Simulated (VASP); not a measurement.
# TePb (Pm-3m) in VASP: settings compared

Aim: see how the results for TePb move with the level of theory and the settings. Levels: revPBE, BLYP+D4. Tasks: relaxation of cell and atoms.

Program: VASP 6.6.1. These are calculated values, not measurements. Logs are shortened: lines on timing, memory, paths and dates and some standing lists are left out, and cuts for length are marked.

## (1) The cell of the first run

It takes space group Pm-3m (No. 221, cubic). Conventional cell: a = 4.002 Å, b = 4.002 Å, c = 4.002 Å, α = 90.00°, β = 90.00°, γ = 90.00°. Within 4.6 Å of Pb (site symmetry m-3m) lie 8 Te at 3.47 Å and 6 Pb at 4.00 Å. Within 4.6 Å of Te (site symmetry m-3m) lie 8 Pb at 3.47 Å and 6 Te at 4.00 Å.

## (2) Relaxation of cell and atoms, revPBE

Contents of INCAR:

```
  PREC = Accurate
  ENCUT = 600
  EDIFF = 1E-6
  ISMEAR = -1
  SIGMA = 0.05
  LREAL = F
  LASPH = T
  NELM = 60
  ALGO = Normal
  ISIF = 3
  LWAVE = F
  LCHARG = F
  GGA = RE
  IBRION = 2
  NSW = 80
  EDIFFG = -0.005
```

Contents of KPOINTS:

```
Automatic mesh
0
Gamma
  7 7 7
```

Contents of POSCAR:

```
TePb
1.0
    4.0022870000      0.0000000000      0.0000000000
    0.0000000000      4.0022870000      0.0000000000
    0.0000000000      0.0000000000      4.0022870000
Pb Te
1 1
Direct
    0.0000000000      0.0000000000      0.0000000000
    0.5000000000      0.5000000000      0.5000000000
```

Potentials or basis: VASP PAW PBE potentials, release 64 (Pb_d, Te).

Command:

```sh
$ cat potpaw_PBE.64/Pb_d/POTCAR potpaw_PBE.64/Te/POTCAR > POTCAR
$ mpirun -np 1 vasp_std > vasp.out
```

OUTCAR:

```text
PREC = Accurate
   ENCUT = 600
   EDIFF = 1E-6
   ISMEAR = -1
   LREAL = F
   LASPH = T
   NELM = 60
   ISIF = 3
   GGA = RE
   IBRION = 2
   NSW = 80
   EDIFFG = -0.005

 ion  position               nearest neighbor table
   1  0.000  0.000  0.000-   2 3.47   2 3.47   2 3.47   2 3.47   2 3.47   2 3.47   2 3.47   2 3.47

   2  0.500  0.500  0.500-   1 3.47   1 3.47   1 3.47   1 3.47   1 3.47   1 3.47   1 3.47   1 3.47

  LATTYP: Found a simple cubic cell.
 ALAT       =     4.0022870000

  Lattice vectors:

 A1 = (   4.0022870000,   0.0000000000,   0.0000000000)
 A2 = (   0.0000000000,   4.0022870000,   0.0000000000)
 A3 = (   0.0000000000,   0.0000000000,   4.0022870000)

Analysis of symmetry for initial positions (statically):
=====================================================================
 Subroutine PRICEL returns:
 Original cell was already a primitive cell.

 Routine SETGRP: Setting up the symmetry group for a
 simple cubic supercell.

 Subroutine GETGRP returns: Found 48 space group operations
 (whereof 48 operations were pure point group operations)
 out of a pool of 48 trial point group operations.

The static configuration has the point symmetry O_h .

Analysis of symmetry for dynamics (positions and initial velocities):
=====================================================================
 Subroutine PRICEL returns:
 Original cell was already a primitive cell.

 Routine SETGRP: Setting up the symmetry group for a
 simple cubic supercell.

 Subroutine GETGRP returns: Found 48 space group operations
 (whereof 48 operations were pure point group operations)
 out of a pool of 48 trial point group operations.

The dynamic configuration has the point symmetry O_h .

 Subroutine INISYM returns: Found 48 space group operations
 (whereof 48 operations are pure point group operations),
 and found     1 'primitive' translations

----------------------------------------------------------------------------------------

                                     Primitive cell

  volume of cell :      64.1098

  direct lattice vectors                    reciprocal lattice vectors
     4.002287000  0.000000000  0.000000000     0.249857144  0.000000000  0.000000000
     0.000000000  4.002287000  0.000000000     0.000000000  0.249857144  0.000000000
     0.000000000  0.000000000  4.002287000     0.000000000  0.000000000  0.249857144

[... 70 lines left out ...]
   ISTART =      0    job   : 0-new  1-cont  2-samecut
   ICHARG =      2    charge: 1-file 2-atom 10-const
   ISPIN  =      1    spin polarized calculation?
   LNONCOLLINEAR =      F non collinear calculations
   LSORBIT =      F    spin-orbit coupling
   LASPH  =      T    aspherical Exc in radial PAW
   ENCUT  =  600.0 eV  44.10 Ry    6.64 a.u.   7.99  7.99  7.99*2*pi/ulx,y,z
   NELM   =     60;   NELMIN=  2; NELMDL= -5     # of ELM steps
   EDIFF  = 0.1E-05   stopping-criterion for ELM
   LREAL  =      F    real-space projection
   EDIFFG = -.5E-02   stopping-criterion for IOM
   NSW    =     80    number of steps for IOM
   IBRION =      2    ionic relax: 0-MD 1-quasi-New 2-CG
   NFREE  =      1    steps in history (QN), initial steepest desc. (CG)
   ISIF   =      3    stress and relaxation
   ISYM   =      2    0-nonsym 1-usesym 2-fastsym
   POTIM  = 0.5000    time-step for ionic-motion
   TEBEG  =    0.0;   TEEND  =   0.0 temperature during run
   PSTRESS=    0.0 pullay stress
   NELECT =      20.0000    total number of electrons
   NUPDOWN=      -1.0000    fix difference up-down
   EMIN   =  10.00;   EMAX   =-10.00  energy-range for DOS
   EFERMI =   0.00;   METHOD = LEGACY
   ISMEAR =    -1;   SIGMA  =   0.05  broadening in eV -4-tet -1-fermi 0-gaus
   EFERMI_NEDOS =   21; number of points for ismear=-14 and -15
   IALGO  =     38    algorithm
   IMIX   =      4    mixing-type and parameters
     AMIX     =   0.40;   BMIX     =  1.00
     AMIX_MAG =   1.60;   BMIX_MAG =  1.00
  volume/ion in A,a.u.               =      32.05       216.32
  Fermi-wavevector in a.u.,A,eV,Ry     =   1.110307  2.098177 16.773027  1.232783
  Thomas-Fermi vector in A             =   2.246857
   LORBIT       =      0    0 simple, 1 ext, 2 COOP (PROOUT), +10 PAW based schemes
   GGA     = RE    functional components
   LHFCALC =     F    Hartree Fock is set to
   AEXX    =    0.0000 exact exchange contribution
   IVDW    =     0    specifies the selected vdW correction
   LEPSILON=     F    determine dielectric tensor
   LRPA    =     F    only Hartree local field effects (RPA)
 conjugate gradient relaxation of ions
 non-spin polarized calculation
  energy-cutoff  :      600.00
  volume of cell :       64.11
 maximum number of plane-waves:      2170
 NGX is ok and might be reduce to    32
   NGX = 15   NGY = 15   NGZ = 15

--------------------------------------- Ionic step        1  -------------------------------------------

 number of electron      20.0000004 magnetization

 Free energy of the ion-electron system (eV)
  ---------------------------------------------------
  ext. energy  EPLUGINS =         0.00000000
  ---------------------------------------------------
  free energy    TOTEN  =        -6.43365286 eV

  energy without entropy =       -6.42069495  energy(sigma->0) =       -6.42717391

------------------------ aborting loop because EDIFF is reached ----------------------------------------

  FORCE on cell =-STRESS in cart. coord.  units (eV):
  Direction    XX          YY          ZZ          XY          YZ          ZX
  --------------------------------------------------------------------------------------
  -------------------------------------------------------------------------------------
  Total        0.4343144      0.4343144      0.4343144     -0.0000000      0.0000000     -0.0000000
  in kB       10.8540081     10.8540081     10.8540081     -0.0000000      0.0000000     -0.0000000
  external PRESSURE =      10.8540081 kB  Pullay stress =       0.0000000 kB
[... 59 lines left out ...]
--------------------------------------- Ionic step        3  -------------------------------------------

 number of electron      20.0000005 magnetization

 Free energy of the ion-electron system (eV)
  ---------------------------------------------------
  ext. energy  EPLUGINS =         0.00000000
  ---------------------------------------------------
  free energy    TOTEN  =        -6.43953137 eV

  energy without entropy =       -6.42793962  energy(sigma->0) =       -6.43373550

 E-fermi :   6.1880     XC(G=0):  -9.4839

 val. band max:        6.1693871968   @ k =   0.4286   0.2857   0.0000
 cond. band min:       6.2474867661   @ k =   0.4286   0.4286   0.2857
 fundamental gap:      0.0780995693
 Fermi energy:         6.1879816049

 k-point     1 :       0.0000    0.0000    0.0000
  band No.  band energies     occupation
      1     -11.0790      2.00000
      2     -11.0790      2.00000
      3     -11.0022      2.00000
      4     -11.0022      2.00000
      5     -11.0022      2.00000
      6      -5.8038      2.00000
      7      -0.6748      2.00000
      8       4.6651      2.00000
      9       4.6651      2.00000
     10       4.6651      2.00000
     11      10.2257      0.00000
     12      10.2257      0.00000
     13      11.2533      0.00000
     14      11.2533      0.00000
[... 350 lines left out ...]
  FREE ENERGIE OF THE ION-ELECTRON SYSTEM (eV)
  ---------------------------------------------------
  free  energy   TOTEN  =        -6.4395313721 eV

  energy  without entropy=       -6.4279396234  energy(sigma->0) =       -6.43373550

 reached required accuracy - stopping structural energy minimisation
```

OSZICAR:

```text
N       E                     dE             d eps       ncg     rms          rms(c)
DAV:   1     0.153216363587E+03    0.15322E+03   -0.10168E+04   560   0.154E+03
DAV:   2     0.418422859709E+01   -0.14903E+03   -0.14667E+03   578   0.343E+02
DAV:   3    -0.637947670061E+01   -0.10564E+02   -0.10210E+02   752   0.967E+01
[... 25 lines left out ...]
DAV:   2    -0.643994260467E+01    0.25059E-02   -0.49842E-03   680   0.122E+00    0.106E-01
DAV:   3    -0.643952044122E+01    0.42216E-03   -0.18189E-03   686   0.704E-01    0.244E-02
DAV:   4    -0.643952584731E+01   -0.54061E-05   -0.24975E-05   566   0.492E-02    0.186E-02
DAV:   5    -0.643953105651E+01   -0.52092E-05   -0.69461E-06   572   0.223E-02    0.447E-03
DAV:   6    -0.643953137213E+01   -0.31563E-06   -0.31795E-07   304   0.806E-03
   3 F= -.64395314E+01 E0= -.64337355E+01  d E =-.587851E-02
```

CONTCAR:

```text
TePb
   1.00000000000000
     4.0387890996748164   -0.0000000000000000   -0.0000000000000000
    -0.0000000000000000    4.0387890996748164   -0.0000000000000000
     0.0000000000000000    0.0000000000000000    4.0387890996748164
  Pb              Te
     1     1
Direct
     0.0000000000000000    0.0000000000000000    0.0000000000000000
     0.5000000000000000    0.5000000000000000    0.5000000000000000

  0.00000000E+00  0.00000000E+00  0.00000000E+00
  0.00000000E+00  0.00000000E+00  0.00000000E+00
```

Run time: 35 s. Hardware: 1 thread of Intel Xeon Platinum 8259CL at 2.50GHz (Skylake/Cascade Lake), shared host; peak memory 0.19 GiB.

What came out:

| Item | Value |
| --- | --- |
| Free energy | -6.4395 eV |
| Relaxed volume | 32.94 Å³/atom |
| Relaxed cell | a = 4.039 Å, b = 4.039 Å, c = 4.039 Å, α = 90.00°, β = 90.00°, γ = 90.00° |
| Space group after relaxing (to 0.05 Å) | Pm-3m (No. 221) |
| Energy gained by relaxing | 2.9 meV/atom |
| Ionic steps | 3 |
| Pressure after relaxing | 0.0 GPa |
| Band gap on the k mesh | zero (band 10 reaches 6.34 eV, above the bottom of band 11 at 5.63 eV) |

The path:
```
step  energy change (eV)  largest force (eV/Å)  pressure (GPa)  volume (Å³)
   1              0.0000                0.0000            1.09        64.11
   2             -0.0058                0.0000           -0.15        66.15
   3             -0.0059                0.0000            0.00        65.88
```

Final structure:
```
Pb Te
1.0
     4.03879    0.00000    0.00000
     0.00000    4.03879    0.00000
     0.00000    0.00000    4.03879
Pb Te
1 1
Direct
  0.00000 0.00000 0.00000
  0.50000 0.50000 0.50000
```

Levels at points of the mesh, in eV from the Fermi level:
```csv
k point,band 6,band 7,band 8,band 9,band 10,band 11,band 12,band 13,band 14
"(0.00, 0.00, 0.00)",-11.99,-6.86,-1.52,-1.52,-1.52,4.04,4.04,5.07,5.07
```

Caveat: the PAW data sets were made with another functional, which shifts forces and pressure a little; spin-orbit coupling is left out, which moves the levels of the heavy elements.

## (3) Relaxation of cell and atoms, BLYP+D4

Contents of INCAR:

```
PREC = Accurate
ENCUT = 600
EDIFF = 1E-7
ISMEAR = -1
SIGMA = 0.05
LREAL = False
LASPH = True
NELM = 80
ALGO = Normal
ISIF = 3
LWAVE = False
LCHARG = False
GGA = B5
ALDAX = 1.0
AGGAX = 1.0
AGGAC = 1.0
ALDAC = 0.0
IVDW = 13
VDW_S6 = 1.0
VDW_S8 = 2.34076671
VDW_A1 = 0.44488865
VDW_A2 = 4.0933009
IBRION = 2
NSW = 80
EDIFFG = -0.02
```

KPOINTS is that of step 2.

POSCAR is that of step 2.

Potentials or basis: VASP PAW PBE potentials, release 64 (Pb_d, Te).

Command:

```sh
$ cat potpaw_PBE.64/Pb_d/POTCAR potpaw_PBE.64/Te/POTCAR > POTCAR
$ mpirun -np 1 vasp_std > vasp.out
```

OUTCAR:

```text
PREC = Accurate
   ENCUT = 600
   EDIFF = 1E-7
   ISMEAR = -1
   LREAL = False
   LASPH = True
   NELM = 80
   ISIF = 3
   GGA = B5
   IVDW = 13
   IBRION = 2
   NSW = 80
   EDIFFG = -0.02

 ion  position               nearest neighbor table
   1  0.000  0.000  0.000-   2 3.47   2 3.47   2 3.47   2 3.47   2 3.47   2 3.47   2 3.47   2 3.47

   2  0.500  0.500  0.500-   1 3.47   1 3.47   1 3.47   1 3.47   1 3.47   1 3.47   1 3.47   1 3.47

  LATTYP: Found a simple cubic cell.
 ALAT       =     4.0022870000

  Lattice vectors:

 A1 = (   4.0022870000,   0.0000000000,   0.0000000000)
 A2 = (   0.0000000000,   4.0022870000,   0.0000000000)
 A3 = (   0.0000000000,   0.0000000000,   4.0022870000)

Analysis of symmetry for initial positions (statically):
=====================================================================
 Subroutine PRICEL returns:
 Original cell was already a primitive cell.

 Routine SETGRP: Setting up the symmetry group for a
 simple cubic supercell.

 Subroutine GETGRP returns: Found 48 space group operations
 (whereof 48 operations were pure point group operations)
 out of a pool of 48 trial point group operations.

The static configuration has the point symmetry O_h .

Analysis of symmetry for dynamics (positions and initial velocities):
=====================================================================
 Subroutine PRICEL returns:
 Original cell was already a primitive cell.

 Routine SETGRP: Setting up the symmetry group for a
 simple cubic supercell.

[... 145 lines left out ...]
  ---------------------------------------------------
  free energy    TOTEN  =        -5.69795696 eV

  energy without entropy =       -5.68629520  energy(sigma->0) =       -5.69212608

 E-fermi :   6.8571     XC(G=0):  -9.0723

 val. band max:        6.8361238946   @ k =   0.4286   0.2857   0.0000
 cond. band min:       6.9168529257   @ k =   0.4286   0.4286   0.2857
 fundamental gap:      0.0807290310
 Fermi energy:         6.8571130551

 k-point     1 :       0.0000    0.0000    0.0000
  band No.  band energies     occupation
      1     -10.3629      2.00000
      2     -10.3629      2.00000
      3     -10.2826      2.00000
      4     -10.2826      2.00000
      5     -10.2826      2.00000
      6      -5.3034      2.00000
      7      -0.0685      2.00000
      8       5.2836      2.00000
      9       5.2836      2.00000
     10       5.2836      2.00000
     11      11.1934      0.00000
     12      11.1934      0.00000
     13      11.9263      0.00000
     14      11.9263      0.00000
[... 560 lines left out ...]
--------------------------------------- Ionic step        7  -------------------------------------------

 number of electron      20.0000005 magnetization

 Free energy of the ion-electron system (eV)
  ---------------------------------------------------
  ext. energy  EPLUGINS =         0.00000000
  ---------------------------------------------------
  free energy    TOTEN  =        -5.71169457 eV

  energy without entropy =       -5.70430163  energy(sigma->0) =       -5.70799810

 E-fermi :   4.9723     XC(G=0):  -8.2942

 val. band max:        4.9181163856   @ k =   0.4286   0.2857   0.0000
 cond. band min:       5.0463970753   @ k =   0.4286   0.4286   0.0000
 fundamental gap:      0.1282806897
 Fermi energy:         4.9723410661

 k-point     1 :       0.0000    0.0000    0.0000
  band No.  band energies     occupation
      1     -12.3931      2.00000
      2     -12.3931      2.00000
      3     -12.3482      2.00000
      4     -12.3482      2.00000
      5     -12.3482      2.00000
      6      -6.2107      2.00000
      7      -2.4821      2.00000
      8       3.7178      2.00000
      9       3.7178      2.00000
     10       3.7178      2.00000
     11       8.9125      0.00000
     12       8.9125      0.00000
     13       8.9125      0.00000
     14       9.5002      0.00000
[... 354 lines left out ...]
  FREE ENERGIE OF THE ION-ELECTRON SYSTEM (eV)
  ---------------------------------------------------
  free  energy   TOTEN  =        -7.4320433159 eV

  energy  without entropy=       -7.4246503762  energy(sigma->0) =       -7.42834685

 reached required accuracy - stopping structural energy minimisation
```

Wall time 2.6 min (1 thread of Intel Xeon Platinum 8259CL at 2.50GHz (Skylake/Cascade Lake), shared host); peak memory 0.2 GiB.

What came out:

```yaml
Free_energy: -7.4320 eV
Relaxed_volume: 38.47 Å³/atom
Relaxed_cell: a = 4.253 Å, b = 4.253 Å, c = 4.253 Å, α = 90.00°, β = 90.00°, γ = 90.00°
Space_group_after_relaxing_to_0.05_Å: Pm-3m (No. 221)
Energy_gained_by_relaxing: -32.5 meV/atom
Ionic_steps: 7
Pressure_after_relaxing: 0.0 GPa
Band_gap_on_the_k_mesh: zero (band 10 reaches 5.05 eV, above the bottom of band 11 at 4.71 eV)
Dispersion_energy_per_atom: -0.860 eV
```

The path:
| step | energy change (eV) | largest force (eV/Å) | pressure (GPa) | volume (Å³) |
| --- | --- | --- | --- | --- |
| 1 | 0.0000 | 0.0000 | 10.18 | 64.11 |
| 2 | 0.3245 | 0.0000 | -5.48 | 84.92 |
| 3 | 0.0765 | 0.0000 | 2.24 | 75.78 |
| 4 | 0.0806 | 0.0000 | -3.81 | 78.16 |
| 5 | 0.0660 | 0.0000 | 1.08 | 76.64 |
| 6 | 0.0662 | 0.0000 | -1.24 | 77.28 |
| 7 | 0.0649 | 0.0000 | 0.04 | 76.94 |

Final structure:
```cif
data_structure
_symmetry_space_group_name_H-M 'P 1'
_symmetry_Int_Tables_number 1
_cell_length_a 4.2531
_cell_length_b 4.2531
_cell_length_c 4.2531
_cell_angle_alpha 90.000
_cell_angle_beta 90.000
_cell_angle_gamma 90.000
_cell_volume 76.94
loop_
_atom_site_label
_atom_site_type_symbol
_atom_site_fract_x
_atom_site_fract_y
_atom_site_fract_z
_atom_site_occupancy
Pb1 Pb 0.00000 0.00000 0.00000 1
Te1 Te 0.50000 0.50000 0.50000 1
```

Caveat: the volume moved by over 15 % at a fixed basis, so the end points are rough; the PAW data sets were made with another functional, which shifts forces and pressure a little; spin-orbit coupling is left out, which moves the levels of the heavy elements; pairwise dispersion overbinds metals, which lowers pressure and volume.
